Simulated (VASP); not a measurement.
# ZrTa2 (Pn-3m) in VASP: single point with PBE

Aim: the single point of ZrTa2 with PBE.

Program: VASP 6.6.1. These are calculated values, not measurements. Logs are shortened: lines on timing, memory, paths and dates and some standing lists are left out, and cuts for length are marked.

## Step 1: The cell of the first run

Symmetry: Pn-3m, No. 224, cubic system. Conventional cell: a = 5.653 Å, b = 5.653 Å, c = 5.653 Å, α = 90.00°, β = 90.00°, γ = 90.00°. Zr (site symmetry -43m) has 4 Ta at 2.45 Å within 3.2 Å. Ta (site symmetry -3m) has 2 Zr at 2.45 Å within 3.2 Å.

## Step 2: Single point, PBE

Input file INCAR:

```
PREC = Accurate
ENCUT = 520
EDIFF = 1E-7
ISMEAR = 0
SIGMA = 0.1
LREAL = False
LASPH = True
NELM = 100
ALGO = Normal
ISIF = 2
LWAVE = False
LCHARG = False
GGA = PE
NBANDS = 43
```

Input file KPOINTS:

```
Automatic mesh
0
Gamma
  4 4 4
```

Input file POSCAR:

```
ZrTa2
1.0
    5.6525012358      0.0000000000      0.0000000000
    0.0000000000      5.6525012358      0.0000000000
    0.0000000000      0.0000000000      5.6525012358
Zr Ta
2 4
Direct
    0.0000000000      0.0000000000      0.0000000000
    0.5000000000      0.5000000000      0.5000000000
    0.2500000000      0.2500000000      0.2500000000
    0.2500000000      0.7500000000      0.7500000000
    0.7500000000      0.7500000000      0.2500000000
    0.7500000000      0.2500000000      0.7500000000
```

Potentials or basis: VASP PAW PBE potentials, release 64 (Zr_sv, Ta_pv).

Run with:

```sh
$ cat potpaw_PBE.64/Zr_sv/POTCAR potpaw_PBE.64/Ta_pv/POTCAR > POTCAR
$ mpirun -np 1 vasp_std > vasp.out
```

OUTCAR:

```text
PREC = Accurate
   ENCUT = 520
   EDIFF = 1E-7
   ISMEAR = 0
   LREAL = False
   LASPH = True
   NELM = 100
   ISIF = 2
   GGA = PE

 ion  position               nearest neighbor table
   1  0.000  0.000  0.000-   3 2.45   4 2.45   5 2.45   6 2.45
   2  0.500  0.500  0.500-   3 2.45   4 2.45   5 2.45   6 2.45
   3  0.250  0.250  0.250-   1 2.45   2 2.45
   4  0.250  0.750  0.750-   1 2.45   2 2.45
   5  0.750  0.750  0.250-   1 2.45   2 2.45
   6  0.750  0.250  0.750-   1 2.45   2 2.45

  LATTYP: Found a simple cubic cell.
 ALAT       =     5.6525012358

  Lattice vectors:

 A1 = (   5.6525012358,   0.0000000000,   0.0000000000)
 A2 = (   0.0000000000,   5.6525012358,   0.0000000000)
 A3 = (   0.0000000000,   0.0000000000,   5.6525012358)

Analysis of symmetry for initial positions (statically):
=====================================================================
 Subroutine PRICEL returns:
 Original cell was already a primitive cell.

 Routine SETGRP: Setting up the symmetry group for a
 simple cubic supercell.

 Subroutine GETGRP returns: Found 48 space group operations
 (whereof 24 operations were pure point group operations)
 out of a pool of 48 trial point group operations.

The static configuration has the point symmetry T_d .
 The point group associated with its full space group is O_h .

Analysis of symmetry for dynamics (positions and initial velocities):
=====================================================================
 Subroutine PRICEL returns:
 Original cell was already a primitive cell.

 Routine SETGRP: Setting up the symmetry group for a
 simple cubic supercell.

 Subroutine GETGRP returns: Found 48 space group operations
 (whereof 24 operations were pure point group operations)
 out of a pool of 48 trial point group operations.

The dynamic configuration has the point symmetry T_d .
 The point group associated with its full space group is O_h .

 Subroutine INISYM returns: Found 48 space group operations
 (whereof 24 operations are pure point group operations),
 and found     1 'primitive' translations

----------------------------------------------------------------------------------------

                                     Primitive cell

  volume of cell :     180.6018

  direct lattice vectors                    reciprocal lattice vectors
     5.652501236  0.000000000  0.000000000     0.176912832  0.000000000  0.000000000
     0.000000000  5.652501236  0.000000000     0.000000000  0.176912832  0.000000000
     0.000000000  0.000000000  5.652501236     0.000000000  0.000000000  0.176912832

  length of vectors
     5.652501236  5.652501236  5.652501236     0.176912832  0.176912832  0.176912832

  position of ions in fractional coordinates (direct lattice)
     0.000000000  0.000000000  0.000000000
     0.500000000  0.500000000  0.500000000
     0.250000000  0.250000000  0.250000000
     0.250000000  0.750000000  0.750000000
     0.750000000  0.750000000  0.250000000
     0.750000000  0.250000000  0.750000000

  ion indices of the primitive-cell ions
   primitive index   ion index
                 1           1
                 2           2
                 3           3
                 4           4
                 5           5
                 6           6

----------------------------------------------------------------------------------------

 KPOINTS: Automatic mesh

Automatic generation of k-mesh.
 Grid dimensions read from file:
 generate k-points for:    4    4    4

 Generating k-lattice:

  Cartesian coordinates                     Fractional coordinates (reciprocal lattice)
     0.044228208  0.000000000  0.000000000     0.250000000  0.000000000  0.000000000
     0.000000000  0.044228208  0.000000000     0.000000000  0.250000000  0.000000000
     0.000000000  0.000000000  0.044228208     0.000000000  0.000000000  0.250000000

  Length of vectors
     0.044228208  0.044228208  0.044228208

  Shift w.r.t. Gamma in fractional coordinates (k-lattice)
     0.000000000  0.000000000  0.000000000

 Subroutine IBZKPT returns following result:
 ===========================================

 Found     10 irreducible k-points:

 Following reciprocal coordinates:
            Coordinates               Weight
  0.000000  0.000000  0.000000      1.000000
  0.250000  0.000000  0.000000      6.000000
  0.500000  0.000000  0.000000      3.000000
  0.250000  0.250000  0.000000     12.000000
  0.500000  0.250000  0.000000     12.000000
  0.500000  0.500000  0.000000      3.000000
  0.250000  0.250000  0.250000      8.000000
  0.500000  0.250000  0.250000     12.000000
  0.500000  0.500000  0.250000      6.000000
  0.500000  0.500000  0.500000      1.000000
   k-points           NKPTS =     10   k-points in BZ     NKDIM =     10   number of bands    NBANDS=     43
   number of dos      NEDOS =    301   number of ions     NIONS =      6
   total plane-waves  NPLWV =  74088
   dimension x,y,z NGX =    42 NGY =   42 NGZ =   42
   dimension x,y,z NGXF=    84 NGYF=   84 NGZF=   84
   ions per type =               2   4
   NGX,Y,Z   is equivalent  to a cutoff of  12.35, 12.35, 12.35 a.u.
   NGXF,Y,Z  is equivalent  to a cutoff of  24.71, 24.71, 24.71 a.u.
 SYSTEM =  unknown system
   PREC   = accura    normal or accurate (medium, high low for compatibility)
   ISTART =      0    job   : 0-new  1-cont  2-samecut
   ICHARG =      2    charge: 1-file 2-atom 10-const
   ISPIN  =      1    spin polarized calculation?
   LNONCOLLINEAR =      F non collinear calculations
   LSORBIT =      F    spin-orbit coupling
   LASPH  =      T    aspherical Exc in radial PAW
   ENCUT  =  520.0 eV  38.22 Ry    6.18 a.u.  10.51 10.51 10.51*2*pi/ulx,y,z
   NELM   =    100;   NELMIN=  2; NELMDL= -5     # of ELM steps
   EDIFF  = 0.1E-06   stopping-criterion for ELM
   LREAL  =      F    real-space projection
   EDIFFG = 0.1E-05   stopping-criterion for IOM
   NSW    =      0    number of steps for IOM
   IBRION =     -1    ionic relax: 0-MD 1-quasi-New 2-CG
   NFREE  =      0    steps in history (QN), initial steepest desc. (CG)
   ISIF   =      2    stress and relaxation
   ISYM   =      2    0-nonsym 1-usesym 2-fastsym
   POTIM  = 0.5000    time-step for ionic-motion
   TEBEG  =    0.0;   TEEND  =   0.0 temperature during run
   PSTRESS=    0.0 pullay stress
   NELECT =      68.0000    total number of electrons
   NUPDOWN=      -1.0000    fix difference up-down
   EMIN   =  10.00;   EMAX   =-10.00  energy-range for DOS
   EFERMI =   0.00;   METHOD = LEGACY
   ISMEAR =     0;   SIGMA  =   0.10  broadening in eV -4-tet -1-fermi 0-gaus
   EFERMI_NEDOS =   21; number of points for ismear=-14 and -15
   IALGO  =     38    algorithm
   IMIX   =      4    mixing-type and parameters
     AMIX     =   0.40;   BMIX     =  1.00
     AMIX_MAG =   1.60;   BMIX_MAG =  1.00
  volume/ion in A,a.u.               =      30.10       203.13
  Fermi-wavevector in a.u.,A,eV,Ry     =   1.182144  2.233929 19.013666  1.397465
  Thomas-Fermi vector in A             =   2.318404
   LORBIT       =      0    0 simple, 1 ext, 2 COOP (PROOUT), +10 PAW based schemes
   GGA     = PE    functional components
   LHFCALC =     F    Hartree Fock is set to
   AEXX    =    0.0000 exact exchange contribution
   IVDW    =     0    specifies the selected vdW correction
   LEPSILON=     F    determine dielectric tensor
   LRPA    =     F    only Hartree local field effects (RPA)
 non-spin polarized calculation
 Gauss-broadening in eV      SIGMA  =   0.10
  energy-cutoff  :      520.00
  volume of cell :      180.60
 maximum number of plane-waves:      4945
   NGX = 21   NGY = 21   NGZ = 21

 number of electron      67.9999999 magnetization

 Free energy of the ion-electron system (eV)
  ---------------------------------------------------
  ext. energy  EPLUGINS =         0.00000000
  ---------------------------------------------------
  free energy    TOTEN  =       -44.82208483 eV

  energy without entropy =      -44.72089051  energy(sigma->0) =      -44.77148767

 E-fermi :   3.3814     XC(G=0):  -9.7593

 val. band max:        3.3728818604   @ k =   0.5000   0.2500   0.2500
 cond. band min:       3.3871854640   @ k =   0.5000   0.2500   0.2500
 fundamental gap:      0.0143036035
 Fermi energy:         3.3813887235

 k-point     1 :       0.0000    0.0000    0.0000
  band No.  band energies     occupation
      1     -44.1799      2.00000
      2     -44.1321      2.00000
      3     -31.7662      2.00000
      4     -31.7662      2.00000
      5     -31.7662      2.00000
      6     -31.7619      2.00000
[... 35 lines left out ...]
     42       5.3134      0.00000
     43       5.5735      0.00000

 k-point     2 :       0.2500    0.0000    0.0000
  band No.  band energies     occupation
      1     -44.1730      2.00000
      2     -44.1392      2.00000
      3     -31.7607      2.00000
      4     -31.7607      2.00000
      5     -31.7585      2.00000
      6     -31.7582      2.00000
[... 35 lines left out ...]
     42       4.9317      0.00000
     43       5.4990      0.00000

 k-point     3 :       0.5000    0.0000    0.0000
  band No.  band energies     occupation
      1     -44.1561      2.00000
      2     -44.1561      2.00000
      3     -31.7537      2.00000
      4     -31.7537      2.00000
      5     -31.7504      2.00000
      6     -31.7504      2.00000
[... 35 lines left out ...]
     42       4.5508      0.00000
     43       5.4300      0.00000

 k-point     4 :       0.2500    0.2500    0.0000
  band No.  band energies     occupation
      1     -44.1681      2.00000
      2     -44.1441      2.00000
      3     -31.7628      2.00000
      4     -31.7605      2.00000
      5     -31.7570      2.00000
      6     -31.7501      2.00000
[... 35 lines left out ...]
     42       4.8629      0.00000
     43       4.9766      0.00000

 k-point     5 :       0.5000    0.2500    0.0000
  band No.  band energies     occupation
      1     -44.1561      2.00000
      2     -44.1561      2.00000
      3     -31.7588      2.00000
      4     -31.7588      2.00000
      5     -31.7529      2.00000
      6     -31.7529      2.00000
[... 35 lines left out ...]
     42       4.7300      0.00000
     43       5.0365      0.00000

 k-point     6 :       0.5000    0.5000    0.0000
  band No.  band energies     occupation
      1     -44.1561      2.00000
      2     -44.1561      2.00000
      3     -31.7551      2.00000
      4     -31.7551      2.00000
      5     -31.7549      2.00000
      6     -31.7549      2.00000
[... 35 lines left out ...]
     42       4.5761      0.00000
     43       4.6460      0.00000

 k-point     7 :       0.2500    0.2500    0.2500
  band No.  band energies     occupation
      1     -44.1681      2.00000
      2     -44.1441      2.00000
      3     -31.7702      2.00000
      4     -31.7702      2.00000
      5     -31.7505      2.00000
      6     -31.7454      2.00000
[... 35 lines left out ...]
     42       4.9282      0.00000
     43       5.0094      0.00000

 k-point     8 :       0.5000    0.2500    0.2500
  band No.  band energies     occupation
      1     -44.1682      2.00000
      2     -44.1440      2.00000
      3     -31.7747      2.00000
      4     -31.7689      2.00000
      5     -31.7576      2.00000
      6     -31.7414      2.00000
[... 35 lines left out ...]
     42       4.8472      0.00000
     43       4.9480      0.00000

 k-point     9 :       0.5000    0.5000    0.2500
  band No.  band energies     occupation
      1     -44.1731      2.00000
      2     -44.1390      2.00000
      3     -31.7761      2.00000
      4     -31.7761      2.00000
      5     -31.7695      2.00000
      6     -31.7379      2.00000
[... 35 lines left out ...]
     42       4.7163      0.00000
     43       4.9286      0.00000

 k-point    10 :       0.5000    0.5000    0.5000
  band No.  band energies     occupation
      1     -44.1801      2.00000
      2     -44.1319      2.00000
      3     -31.7849      2.00000
      4     -31.7849      2.00000
      5     -31.7849      2.00000
      6     -31.7335      2.00000
[... 35 lines left out ...]
     42       4.7501      0.00000
     43       4.7502      0.00000

------------------------ aborting loop because EDIFF is reached ----------------------------------------

  FORCE on cell =-STRESS in cart. coord.  units (eV):
  Direction    XX          YY          ZZ          XY          YZ          ZX
  --------------------------------------------------------------------------------------
  -------------------------------------------------------------------------------------
  Total        0.5967545      0.5967545      0.5967545      0.0000000      0.0000000     -0.0000000
  in kB        5.2940043      5.2940043      5.2940043      0.0000000      0.0000000     -0.0000000
  external PRESSURE =       5.2940043 kB  Pullay stress =       0.0000000 kB

 VOLUME and BASIS-vectors are now :
 -----------------------------------------------------------------------------
  energy-cutoff  :      520.00
  volume of cell :      180.60
      direct lattice vectors                 reciprocal lattice vectors
     5.652501236  0.000000000  0.000000000     0.176912832  0.000000000  0.000000000
     0.000000000  5.652501236  0.000000000     0.000000000  0.176912832  0.000000000
     0.000000000  0.000000000  5.652501236     0.000000000  0.000000000  0.176912832

 POSITION                                       TOTAL-FORCE (eV/Angst)
 -----------------------------------------------------------------------------------
      0.00000      0.00000      0.00000         0.000000     -0.000000     -0.000000
      2.82625      2.82625      2.82625        -0.000000     -0.000000     -0.000000
      1.41313      1.41313      1.41313        -0.000000      0.000000     -0.000000
      1.41313      4.23938      4.23938         0.000000      0.000000     -0.000000
      4.23938      4.23938      1.41313         0.000000     -0.000000      0.000000
      4.23938      1.41313      4.23938         0.000000     -0.000000      0.000000
 -----------------------------------------------------------------------------------
    total drift:                                0.000000      0.000000     -0.000000

  FREE ENERGIE OF THE ION-ELECTRON SYSTEM (eV)
  ---------------------------------------------------
  free  energy   TOTEN  =       -44.8220848291 eV

  energy  without entropy=      -44.7208905086  energy(sigma->0) =      -44.77148767
```

Wall time 75 s (1 thread of Intel Xeon Platinum 8259CL at 2.50GHz (Skylake/Cascade Lake), shared host); peak memory 0.28 GiB.

What came out:

- Free energy: -44.8221 eV
- Pressure: 0.5 GPa
- Band gap on the k mesh: zero (band 34 reaches 3.63 eV, above the bottom of band 35 at 3.32 eV)

Levels at points of the mesh, in eV from the Fermi level:
```csv
k point,band 29,band 30,band 31,band 32,band 33,band 34,band 35,band 36,band 37,band 38
"(0.00, 0.00, 0.00)",-0.56,-0.56,-0.56,-0.49,0.24,0.24,0.46,0.46,0.46,1.20
"(0.50, 0.00, 0.00)",-1.38,-1.38,-1.04,-1.04,-0.24,-0.24,0.28,0.28,0.72,0.72
"(0.50, 0.50, 0.00)",-1.41,-1.41,-0.77,-0.77,-0.18,-0.18,0.04,0.04,0.07,0.07
"(0.50, 0.50, 0.50)",-1.87,-0.80,-0.80,-0.80,0.07,0.09,0.09,0.09,0.70,0.70
```

Caveat: spin-orbit coupling is left out, which moves the levels of the heavy elements.
